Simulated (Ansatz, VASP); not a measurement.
KCl: VASP beside Ansatz

The input INCAR:

```
SYSTEM = KCl
ALGO = Normal ; EDIFF = 1E-8
ENCUT = 520 ; ISIF = 2
ISMEAR = -1 ; LASPH = .True.
LCHARG = .False. ; LEFG = .True.
LREAL = .False. ; LWAVE = .False.
NBANDS = 15 ; NELM = 60
PREC = Accurate ; SIGMA = 0.03
```

KPOINTS

```
k-points
0
Gamma
  7 7 7
  0 0 0
```

The input POSCAR:

```
KCl
1.0
    0.0000000000      3.1561000000      3.1876610000
    3.1561000000      0.0000000000      3.1876610000
    3.1561000000      3.1561000000      0.0000000000
K Cl
1 1
Direct
    0.0000000000      0.0000000000      0.0000000000
    0.5000000000      0.5000000000      0.5000000000
```

Input for Ansatz:

```yaml
crystal:
  lattice:
    - [0.0, 3.1561, 3.187661]
    - [3.1561, 0.0, 3.187661]
    - [3.1561, 3.1561, 0.0]
  atoms:
    - { symbol: K, position: [0.0, 0.0, 0.0] }
    - { symbol: Cl, position: [0.5, 0.5, 0.5] }
kpoints:
  mp_grid: { grid: [7, 7, 7] }
scf:
  occupations: { method: fermi_dirac, width: 0.03 }
hamiltonian:
  xc: lda
  pseudopotentials: { kind: all_electron, datasets: crystal }
output:
  forces: true
  stress: true
  eigenvalues: true
  efg: { contact_densities: true }
```

Change from the starting cell: zz strain of +1 %, crystal datasets.

Alike in both runs: task electric field gradients; functional LDA; k mesh 7 × 7 × 7; occupations fermi-dirac, width 0.03 eV; no spin polarisation.

```csv
,VASP,Ansatz
version,VASP 6.6.1,Ansatz 0.2.0
potentials or method,"VASP PAW LDA potentials, release 64 (K_sv, Cl), cutoff 520 eV","all-electron PAW with datasets made for the crystal, scalar-relativistic"
```

```tsv
	VASP	Ansatz	Ansatz less VASP
gap on the k mesh at the Fermi level (eV)	4.68	4.68	-0.004
pressure (GPa)	-2.2	-2.2	-0.03
traceless stress, the component that is largest in VASP (GPa)	-0.17	-0.16	+0.005
size of Vzz on the site where it differs most (V/Å²)	1.8	1.8	-0.05
```

LDA's correlation is that of Perdew and Zunger in VASP and of Perdew and Wang (1992) in Ansatz. Ansatz ran all-electron here, and VASP with PAW potentials.
